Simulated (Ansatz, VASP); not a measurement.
## One calculation of Ta3Si, two programs

INCAR

```
SYSTEM = Ta3Si
PREC = Accurate
ENCUT = 600
EDIFF = 1E-6
ISMEAR = 0
SIGMA = 0.1
LREAL = .FALSE.
LASPH = .TRUE.
NELM = 80
ALGO = Fast
ISIF = 3
LWAVE = .FALSE.
LCHARG = .FALSE.
GGA = PS
IBRION = 2
NSW = 80
EDIFFG = -0.01
```

The input KPOINTS:

```
Automatic mesh
0
G
  12 12 12
  0 0 0
```

File POSCAR:

```
Ta3Si
1.0
    0.0000000000      3.1967592763      3.1967592763
    3.1967592763      0.0000000000      3.1967592763
    3.1967592763      3.1967592763      0.0000000000
Ta Si
3 1
Direct
    0.2500000000      0.2500000000      0.2500000000
    0.7500000000      0.7500000000      0.7500000000
    0.5000000000      0.5000000000      0.5000000000
    0.0000000000      0.0000000000      0.0000000000
```

Input for Ansatz:

```yaml
crystal:
  lattice:
    - [0.0, 3.1967592763, 3.1967592763]
    - [3.1967592763, 0.0, 3.1967592763]
    - [3.1967592763, 3.1967592763, 0.0]
  atoms:
    - { symbol: Ta, position: [0.25, 0.25, 0.25] }
    - { symbol: Ta, position: [0.75, 0.75, 0.75] }
    - { symbol: Ta, position: [0.5, 0.5, 0.5] }
    - { symbol: Si, position: [0.0, 0.0, 0.0] }
basis:
  ecutwfc: 420
kpoints:
  mp_grid: { grid: [12, 12, 12] }
hamiltonian:
  xc: pbesol
scf:
  occupations: { method: gaussian, width: 0.1 }
output:
  forces: true
  stress: true
  eigenvalues: true
relax:
  adjacent_minimum: "off"
  f_tol: 0.01
  max_steps: 60
  cell: { stress_tol: 0.1 }
```

Alike in both runs: task relaxation of cell and atoms; functional PBEsol; k mesh 12 × 12 × 12; occupations gaussian, width 0.1 eV; no spin polarisation.

```csv
,VASP,Ansatz
version,VASP 6.6.1,Ansatz 0.2.0
potentials or method,"VASP PAW PBE potentials, release 64 (Ta_pv, Si), cutoff 600 eV","scalar-relativistic, plane waves, PAW"
valence electrons in the cell,37,43
```

|  | VASP | Ansatz | Ansatz less VASP |
| --- | --- | --- | --- |
| gap on the k mesh at the Fermi level, each at its own relaxed structure (eV) | none | none | - |
| relaxed volume (Å³/atom) | 16.37 | 16.35 | -0.024 |
| relaxed cell length with the largest relative difference (Å) | 4.525 | 4.522 | -0.0022 |

VASP's potentials were made for PBE, not for PBEsol. A gap of «none» marks a metal or a gap that the smearing closes. VASP's potentials hold 37 valence electrons a cell and Ansatz's 43, so a difference there can come from the potentials and not from the codes.

Spin-orbit coupling is off throughout.
